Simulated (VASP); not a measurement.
Set up this calculation in VASP 6.6.1, as the native input.

```yaml
Task: single point
Functional: PBE
Potentials_or_basis: VASP PAW PBE potentials, release 64 (Li_sv, Br)
Cutoff: 750 eV
k_mesh: 6 × 6 × 6
Occupations: fermi-dirac, width 0.1 eV
Spin: no spin polarisation
Dipole_correction: no
Further_INCAR_settings: ALGO = Normal; EDIFF = 1e-06; NBANDS = 12
```

The structure of LiBr lies in POSCAR:

```
LiBr
1.0
    0.0000000000      2.7506500000      2.7506500000
    2.7506500000      0.0000000000      2.7506500000
    2.7506500000      2.7506500000      0.0000000000
Li Br
1 1
Direct
    0.0000000000      0.0000000000      0.0000000000
    0.5000000000      0.5000000000      0.5000000000
```

One way to write it, as run:

INCAR

```
PREC = Accurate
ENCUT = 750
EDIFF = 1E-6
ISMEAR = -1
SIGMA = 0.1
LREAL = F
LASPH = T
NELM = 120
ALGO = Normal
ISIF = 2
LWAVE = F
LCHARG = F
GGA = PE
NBANDS = 12
GGA_COMPAT = F
```

KPOINTS

```
Automatic mesh
0
Gamma
  6 6 6
```

Potentials or basis: VASP PAW PBE potentials, release 64 (Li_sv, Br).

Run with:

```bash
$ cat potpaw_PBE.64/Li_sv/POTCAR potpaw_PBE.64/Br/POTCAR > POTCAR
$ mpirun -np 1 vasp_std > vasp.out
```

Results of the run:

| Item | Value |
| --- | --- |
| Pressure | 0.1 GPa |
| Band gap on the k mesh | 4.94 eV, direct |

Run time: 6.8 s on 1 thread of Intel(R) Xeon(R) 6975P-C (Granite Rapids), on a shared host, peak memory 0.2 GiB.
